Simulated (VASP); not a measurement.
# GaSb (F-43m) in VASP: notebook

GaSb is run at these levels: r2SCAN; tasks: single point.

Everything below comes from runs of VASP 6.6.1. Logs are shortened: lines on timing, memory, paths and dates and some standing lists are left out, and cuts for length are marked.

### Step 1. The cell of the first run

The structure is cubic, space group F-43m (No. 216). Conventional cell: a = 6.192 Å, b = 6.192 Å, c = 6.192 Å, α = 90.00°, β = 90.00°, γ = 90.00°. Within 3.5 Å of Ga (site symmetry -43m) lie 4 Sb at 2.68 Å. Within 3.5 Å of Sb (site symmetry -43m) lie 4 Ga at 2.68 Å.

### Step 2. Single point, r2SCAN (volume changed by +3%)

POSCAR

```
GaSb
1.0
    0.0000000000      3.0962420916      3.0962420916
    3.0962420916      0.0000000000      3.0962420916
    3.0962420916      3.0962420916      0.0000000000
Ga Sb
1 1
Direct
    0.0000000000      0.0000000000      0.0000000000
    0.2500000000      0.2500000000      0.2500000000
```

INCAR.step1

```
SYSTEM = GaSb
PREC = Accurate
ENCUT = 550
ISMEAR = -1
SIGMA = 0.02
LREAL = .FALSE.
LASPH = .TRUE.
NELM = 120
NBANDS = 16
GGA = PE
ALGO = Normal
EDIFF = 1E-5
LWAVE = .TRUE.
LCHARG = .FALSE.
GGA_COMPAT = .FALSE.
```

INCAR.step2

```
SYSTEM = GaSb
PREC = Accurate
ENCUT = 550
EDIFF = 1E-6
ISMEAR = -1
SIGMA = 0.02
LREAL = .FALSE.
LASPH = .TRUE.
NELM = 120
ALGO = Normal
ISIF = 2
LWAVE = .FALSE.
LCHARG = .TRUE.
METAGGA = R2SCAN
LMIXTAU = .TRUE.
LELF = .TRUE.
LVHAR = .TRUE.
NBANDS = 16
ISTART = 1
GGA_COMPAT = .FALSE.
```

KPOINTS

```
Automatic mesh
0
G
  6 6 6
  0 0 0
```

Potentials or basis: VASP PAW PBE potentials, release 64 (Ga_d, Sb).

The run is started by

```console
$ cat potpaw_PBE.64/Ga_d/POTCAR potpaw_PBE.64/Sb/POTCAR > POTCAR
$ cp INCAR.step1 INCAR
$ mpirun -np 1 vasp_std > vasp.out
$ cp INCAR.step2 INCAR
$ mpirun -np 1 vasp_std > vasp.out
```

OUTCAR:

```text
SYSTEM = GaSb
   PREC = Accurate
   ENCUT = 550
   EDIFF = 1E-6
   ISMEAR = -1
   LREAL = .FALSE.
   LASPH = .TRUE.
   NELM = 120
   ISIF = 2
   METAGGA = R2SCAN
   ISTART = 1

 ion  position               nearest neighbor table
   1  0.000  0.000  0.000-   2 2.68   2 2.68   2 2.68   2 2.68
   2  0.250  0.250  0.250-   1 2.68   1 2.68   1 2.68   1 2.68

  LATTYP: Found a face centered cubic cell.
 ALAT       =     6.1924841832

  Lattice vectors:

 A1 = (   0.0000000000,   3.0962420916,   3.0962420916)
 A2 = (   3.0962420916,   0.0000000000,   3.0962420916)
 A3 = (   3.0962420916,   3.0962420916,   0.0000000000)

Analysis of symmetry for initial positions (statically):
=====================================================================
 Subroutine PRICEL returns:
 Original cell was already a primitive cell.

 Routine SETGRP: Setting up the symmetry group for a
 face centered cubic supercell.

 Subroutine GETGRP returns: Found 24 space group operations
 (whereof 24 operations were pure point group operations)
 out of a pool of 48 trial point group operations.

The static configuration has the point symmetry T_d .

Analysis of symmetry for dynamics (positions and initial velocities):
=====================================================================
 Subroutine PRICEL returns:
 Original cell was already a primitive cell.

 Routine SETGRP: Setting up the symmetry group for a
 face centered cubic supercell.

 Subroutine GETGRP returns: Found 24 space group operations
 (whereof 24 operations were pure point group operations)
 out of a pool of 48 trial point group operations.

The dynamic configuration has the point symmetry T_d .

 Subroutine INISYM returns: Found 24 space group operations
 (whereof 24 operations are pure point group operations),
 and found     1 'primitive' translations

----------------------------------------------------------------------------------------

                                     Primitive cell

  volume of cell :      59.3656

  direct lattice vectors                    reciprocal lattice vectors
     0.000000000  3.096242092  3.096242092    -0.161486081  0.161486081  0.161486081
     3.096242092  0.000000000  3.096242092     0.161486081 -0.161486081  0.161486081
     3.096242092  3.096242092  0.000000000     0.161486081  0.161486081 -0.161486081

  length of vectors
     4.378747558  4.378747558  4.378747558     0.279702096  0.279702096  0.279702096

  position of ions in fractional coordinates (direct lattice)
     0.000000000  0.000000000  0.000000000
     0.250000000  0.250000000  0.250000000

  ion indices of the primitive-cell ions
   primitive index   ion index
                 1           1
                 2           2

----------------------------------------------------------------------------------------

 KPOINTS: Automatic mesh

Automatic generation of k-mesh.
 Grid dimensions read from file:
 generate k-points for:    6    6    6

 Generating k-lattice:

  Cartesian coordinates                     Fractional coordinates (reciprocal lattice)
    -0.026914347  0.026914347  0.026914347     0.166666667  0.000000000  0.000000000
     0.026914347 -0.026914347  0.026914347     0.000000000  0.166666667  0.000000000
     0.026914347  0.026914347 -0.026914347     0.000000000  0.000000000  0.166666667

  Length of vectors
     0.046617016  0.046617016  0.046617016

  Shift w.r.t. Gamma in fractional coordinates (k-lattice)
     0.000000000  0.000000000  0.000000000

 Subroutine IBZKPT returns following result:
 ===========================================

 Found     16 irreducible k-points:

 Following reciprocal coordinates:
            Coordinates               Weight
  0.000000  0.000000  0.000000      1.000000
  0.166667  0.000000  0.000000      8.000000
  0.333333  0.000000  0.000000      8.000000
  0.500000  0.000000  0.000000      4.000000
  0.166667  0.166667  0.000000      6.000000
  0.333333  0.166667  0.000000     24.000000
[... 8 lines left out ...]
 -0.333333  0.333333  0.166667     24.000000
 -0.333333  0.500000  0.166667     12.000000
   k-points           NKPTS =     16   k-points in BZ     NKDIM =     16   number of bands    NBANDS=     16
   number of dos      NEDOS =    301   number of ions     NIONS =      2
   total plane-waves  NPLWV =  46656
   dimension x,y,z NGX =    36 NGY =   36 NGZ =   36
   dimension x,y,z NGXF=    72 NGYF=   72 NGZF=   72
   ions per type =               1   1
   NGX,Y,Z   is equivalent  to a cutoff of  13.67, 13.67, 13.67 a.u.
   NGXF,Y,Z  is equivalent  to a cutoff of  27.34, 27.34, 27.34 a.u.
 SYSTEM =  GaSb
   PREC   = accura    normal or accurate (medium, high low for compatibility)
   ISTART =      1    job   : 0-new  1-cont  2-samecut
   ICHARG =      0    charge: 1-file 2-atom 10-const
   ISPIN  =      1    spin polarized calculation?
   LNONCOLLINEAR =      F non collinear calculations
   LSORBIT =      F    spin-orbit coupling
   LASPH  =      T    aspherical Exc in radial PAW
   ENCUT  =  550.0 eV  40.42 Ry    6.36 a.u.   8.37  8.37  8.37*2*pi/ulx,y,z
   NELM   =    120;   NELMIN=  2; NELMDL=  0     # of ELM steps
   EDIFF  = 0.1E-05   stopping-criterion for ELM
   LREAL  =      F    real-space projection
   EDIFFG = 0.1E-04   stopping-criterion for IOM
   NSW    =      0    number of steps for IOM
   IBRION =     -1    ionic relax: 0-MD 1-quasi-New 2-CG
   NFREE  =      0    steps in history (QN), initial steepest desc. (CG)
   ISIF   =      2    stress and relaxation
   ISYM   =      2    0-nonsym 1-usesym 2-fastsym
   POTIM  = 0.5000    time-step for ionic-motion
   TEBEG  =    0.0;   TEEND  =   0.0 temperature during run
   PSTRESS=    0.0 pullay stress
   NELECT =      18.0000    total number of electrons
   NUPDOWN=      -1.0000    fix difference up-down
   EMIN   =  10.00;   EMAX   =-10.00  energy-range for DOS
   EFERMI =   0.00;   METHOD = LEGACY
   ISMEAR =    -1;   SIGMA  =   0.02  broadening in eV -4-tet -1-fermi 0-gaus
   EFERMI_NEDOS =   21; number of points for ismear=-14 and -15
   IALGO  =     38    algorithm
   IMIX   =      4    mixing-type and parameters
     AMIX     =   0.40;   BMIX     =  1.00
     AMIX_MAG =   1.60;   BMIX_MAG =  1.00
  volume/ion in A,a.u.               =      29.68       200.31
  Fermi-wavevector in a.u.,A,eV,Ry     =   1.099818  2.078354 16.457597  1.209599
  Thomas-Fermi vector in A             =   2.236219
   LORBIT       =      0    0 simple, 1 ext, 2 COOP (PROOUT), +10 PAW based schemes
   METAGGA = R2SCAN    functional components
   LHFCALC =     F    Hartree Fock is set to
   AEXX    =    0.0000 exact exchange contribution
   IVDW    =     0    specifies the selected vdW correction
   LEPSILON=     F    determine dielectric tensor
   LRPA    =     F    only Hartree local field effects (RPA)
 non-spin polarized calculation
  energy-cutoff  :      550.00
  volume of cell :       59.37
 maximum number of plane-waves:      1807
 NGX is ok and might be reduce to    36
   NGX = 17   NGY = 17   NGZ = 17

 number of electron      17.9999992 magnetization

 Free energy of the ion-electron system (eV)
  ---------------------------------------------------
  ext. energy  EPLUGINS =         0.00000000
  ---------------------------------------------------
  free energy    TOTEN  =       -37.57152115 eV

  energy without entropy =      -37.57147924  energy(sigma->0) =      -37.57150020

 E-fermi :   4.4222     XC(G=0):  -9.5505

 val. band max:        4.3229958790   @ k =   0.0000   0.0000   0.0000
 cond. band min:       4.4990965245   @ k =   0.0000   0.0000   0.0000
 fundamental gap:      0.1761006455
 Fermi energy:         4.4221736787

 k-point     1 :       0.0000    0.0000    0.0000
  band No.  band energies     occupation
      1     -11.1185      2.00000
      2     -11.1185      2.00000
      3     -11.1185      2.00000
      4     -11.0674      2.00000
      5     -11.0674      2.00000
      6      -7.3512      2.00000
[... 8 lines left out ...]
     15      13.2750      0.00000
     16      13.2750      0.00000

 k-point     2 :       0.1667    0.0000    0.0000
  band No.  band energies     occupation
      1     -11.1250      2.00000
      2     -11.1156      2.00000
      3     -11.1156      2.00000
      4     -11.0677      2.00000
      5     -11.0677      2.00000
      6      -7.0666      2.00000
[... 8 lines left out ...]
     15      12.3413      0.00000
     16      12.3413      0.00000

 k-point     3 :       0.3333    0.0000    0.0000
  band No.  band energies     occupation
      1     -11.1378      2.00000
      2     -11.1103      2.00000
      3     -11.1103      2.00000
      4     -11.0676      2.00000
      5     -11.0676      2.00000
      6      -6.3111      2.00000
[... 8 lines left out ...]
     15      12.8453      0.00000
     16      12.8453      0.00000

 k-point     4 :       0.5000    0.0000    0.0000
  band No.  band energies     occupation
      1     -11.1440      2.00000
      2     -11.1080      2.00000
      3     -11.1080      2.00000
      4     -11.0671      2.00000
      5     -11.0671      2.00000
      6      -5.7236      2.00000
[... 8 lines left out ...]
     15      14.6902      0.00000
     16      14.6902      0.00000
[... 172 lines left out ...]
 k-point    14 :       0.5000    0.3333    0.1667
  band No.  band energies     occupation
      1     -11.1488      2.00000
      2     -11.1044      2.00000
      3     -11.1018      2.00000
      4     -11.0723      2.00000
      5     -11.0659      2.00000
      6      -5.6636      2.00000
[... 8 lines left out ...]
     15      13.7530      0.00000
     16      15.7684      0.00000

 k-point    15 :      -0.3333    0.3333    0.1667
  band No.  band energies     occupation
      1     -11.1518      2.00000
      2     -11.1036      2.00000
      3     -11.0993      2.00000
      4     -11.0716      2.00000
      5     -11.0669      2.00000
      6      -5.1388      2.00000
[... 8 lines left out ...]
     15      15.2242      0.00000
     16      15.4126      0.00000

 k-point    16 :      -0.3333    0.5000    0.1667
  band No.  band energies     occupation
      1     -11.1562      2.00000
      2     -11.1003      2.00000
      3     -11.0961      2.00000
      4     -11.0747      2.00000
      5     -11.0655      2.00000
      6      -4.8581      2.00000
[... 8 lines left out ...]
     15      14.6981      0.00000
     16      16.1253      0.00000

------------------------ aborting loop because EDIFF is reached ----------------------------------------

  FORCE on cell =-STRESS in cart. coord.  units (eV):
  Direction    XX          YY          ZZ          XY          YZ          ZX
  --------------------------------------------------------------------------------------
  -------------------------------------------------------------------------------------
  Total       -0.5318816     -0.5318816     -0.5318816      0.0000000      0.0000000     -0.0000000
  in kB      -14.3545907    -14.3545907    -14.3545907      0.0000000      0.0000000     -0.0000000
  external PRESSURE =     -14.3545907 kB  Pullay stress =       0.0000000 kB

 VOLUME and BASIS-vectors are now :
 -----------------------------------------------------------------------------
  energy-cutoff  :      550.00
  volume of cell :       59.37
      direct lattice vectors                 reciprocal lattice vectors
     0.000000000  3.096242092  3.096242092    -0.161486081  0.161486081  0.161486081
     3.096242092  0.000000000  3.096242092     0.161486081 -0.161486081  0.161486081
     3.096242092  3.096242092  0.000000000     0.161486081  0.161486081 -0.161486081

 POSITION                                       TOTAL-FORCE (eV/Angst)
 -----------------------------------------------------------------------------------
      0.00000      0.00000      0.00000        -0.000000     -0.000000     -0.000000
      1.54812      1.54812      1.54812         0.000000      0.000000      0.000000
 -----------------------------------------------------------------------------------
    total drift:                               -0.000000     -0.000000     -0.000000

  FREE ENERGIE OF THE ION-ELECTRON SYSTEM (eV)
  ---------------------------------------------------
  free  energy   TOTEN  =       -37.5715211488 eV

  energy  without entropy=      -37.5714792442  energy(sigma->0) =      -37.57150020
```

It took 60 s on 1 thread of Intel Xeon 6975P-C, shared host; peak memory 0.21 GiB.

Results:

```yaml
Free_energy: -37.5715 eV
Pressure: -1.4 GPa
Band_gap_on_the_k_mesh: 0.18 eV, direct
```

Caveat: the PAW data sets were made with another functional, which shifts forces and pressure a little; spin-orbit coupling is left out, which moves the levels of the heavy elements. A k mesh can miss the band edges.

### Step 3. Single point, r2SCAN (volume changed by +6%)

POSCAR

```
GaSb
1.0
    0.0000000000      3.1260154767      3.1260154767
    3.1260154767      0.0000000000      3.1260154767
    3.1260154767      3.1260154767      0.0000000000
Ga Sb
1 1
Direct
    0.0000000000      0.0000000000      0.0000000000
    0.2500000000      0.2500000000      0.2500000000
```

INCAR.step1

```
SYSTEM = GaSb
  PREC = Accurate
  ENCUT = 550
  ISMEAR = -1
  SIGMA = 0.02
  LREAL = .FALSE.
  LASPH = .TRUE.
  NELM = 120
  NBANDS = 16
  GGA = PE
  ALGO = Normal
  EDIFF = 1E-5
  LWAVE = .TRUE.
  LCHARG = .FALSE.
  GGA_COMPAT = .FALSE.
```

INCAR.step2

```
SYSTEM = GaSb
  PREC = Accurate
  ENCUT = 550
  EDIFF = 1E-6
  ISMEAR = -1
  SIGMA = 0.02
  LREAL = .FALSE.
  LASPH = .TRUE.
  NELM = 120
  ALGO = Normal
  ISIF = 2
  LWAVE = .FALSE.
  LCHARG = .FALSE.
  METAGGA = R2SCAN
  LMIXTAU = .TRUE.
  NBANDS = 16
  ISTART = 1
  GGA_COMPAT = .FALSE.
```

KPOINTS is that of step 2.

Potentials or basis: VASP PAW PBE potentials, release 64 (Ga_d, Sb).

The run is started by

```console
$ cat potpaw_PBE.64/Ga_d/POTCAR potpaw_PBE.64/Sb/POTCAR > POTCAR
$ cp INCAR.step1 INCAR
$ mpirun -np 1 vasp_std > vasp.out
$ cp INCAR.step2 INCAR
$ mpirun -np 1 vasp_std > vasp.out
```

It took 57 s on 1 thread of Intel Xeon 6975P-C, shared host; peak memory 0.21 GiB.

It converged, with:

```
Free energy            : -37.5498 eV
Pressure               : -2.5 GPa
Band gap on the k mesh : zero (filled and empty bands touch)
```

Levels at points of the mesh, in eV from the Fermi level:
```tsv
k point	band 6	band 7	band 8	band 9	band 10	band 11	band 12	band 13
(0.00, 0.00, 0.00)	-11.50	-0.05	-0.02	-0.02	-0.02	2.98	2.98	2.98
(0.50, 0.00, 0.00)	-9.94	-6.28	-1.12	-1.12	0.52	3.99	3.99	6.91
(0.50, 0.50, 0.00)	-9.15	-6.77	-2.48	-2.48	1.16	1.57	8.81	8.81
```

Caveat: the PAW data sets were made with another functional, which shifts forces and pressure a little; spin-orbit coupling is left out, which moves the levels of the heavy elements.
